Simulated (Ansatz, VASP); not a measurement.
# NbTl3Te6 in VASP and in Ansatz

```
Nb Tl Te
1.0
     0.00000    5.81483    5.81483
     5.81483    0.00000    5.81483
     5.81483    5.81483    0.00000
Nb Tl Te
1 3 6
Direct
  0.00000 0.00000 0.00000
  0.75000 0.75000 0.75000
  0.25000 0.25000 0.25000
  0.50000 0.50000 0.50000
  0.76590 0.23410 0.23410
  0.23410 0.23410 0.76590
  0.23410 0.76590 0.76590
  0.23410 0.76590 0.23410
  0.76590 0.23410 0.76590
  0.76590 0.76590 0.23410
```

Change from the starting cell: species swapped into the Rb3PrCl6 type (Fm-3m, No. 225).

Alike in both runs: task single point; functional PBE; k mesh 4 × 4 × 4; occupations gaussian, width 0.1 eV; no spin polarisation.

```csv
,VASP,Ansatz
version,VASP 6.6.1,Ansatz 0.2.0
potentials or method,"VASP PAW PBE potentials, release 64 (Nb_sv, Tl_d, Te), cutoff 520 eV","scalar-relativistic, plane waves, PAW"
valence electrons in the cell,88,148
```

```csv
,VASP,Ansatz,Ansatz less VASP
gap on the k mesh at the Fermi level (eV),none,none,-
pressure (GPa),0.2,0.2,+0.05
rms of the force components (eV/Å),0.089,0.094,+0.0051
```

Atom by atom the forces differ by 0.005 eV/Å (rms over components). A gap of «none» marks a metal or a gap that the smearing closes. VASP's potentials hold 88 valence electrons a cell and Ansatz's 148, so a difference there can come from the potentials and not from the codes.

Neither program's run includes spin-orbit coupling.
